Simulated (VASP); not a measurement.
Input of a VASP 6.6.1 run:

POSCAR

```
AlN
1.0
    0.0000000000      2.1839935596      2.0747938816
    2.1839935596      0.0000000000      2.0747938816
    2.1839935596      2.1839935596      0.0000000000
Al N
1 1
Direct
    0.0000000000      0.0000000000      0.0000000000
    0.7500000000      0.7500000000      0.7500000000
```

INCAR.step1

```
PREC = Accurate
ENCUT = 520
ISMEAR = 0
SIGMA = 0.05
LREAL = False
LASPH = True
NELM = 80
NBANDS = 11
GGA = PE
ALGO = Normal
EDIFF = 1E-4
LWAVE = True
LCHARG = False
```

File INCAR.step2:

```
PREC = Accurate
ENCUT = 520
EDIFF = 1E-7
ISMEAR = 0
SIGMA = 0.05
LREAL = False
LASPH = True
NELM = 80
ALGO = Normal
ISIF = 2
LWAVE = False
LCHARG = False
METAGGA = R2SCAN
LMIXTAU = True
NBANDS = 11
ISTART = 1
```

Contents of KPOINTS:

```
regular mesh
0
Gamma
  10 10 10
```

Potentials or basis: VASP PAW PBE potentials, release 64 (Al, N).

Launch:

```bash
$ cat potpaw_PBE.64/Al/POTCAR potpaw_PBE.64/N/POTCAR > POTCAR
$ cp INCAR.step1 INCAR
$ mpirun -np 1 vasp_std > vasp.out
$ cp INCAR.step2 INCAR
$ mpirun -np 1 vasp_std > vasp.out
```

Task: Predict the band gap on the k mesh.

Result: 3.69 eV, indirect (least direct gap 5.23 eV).

Task: Predict the pressure.

Result: 11.6 GPa.

Stress tensor (GPa, compression positive):
```
 9.62  0.00  0.00
 0.00  9.62  0.00
 0.00  0.00 15.58
```

Caveat: the cell differs from its parent crystal (strain -0.0500 x Voigt [0, 0, 1, 0, 0, 0]); the PAW data sets were made with another functional, which shifts forces and pressure a little. A k mesh can miss the band edges.
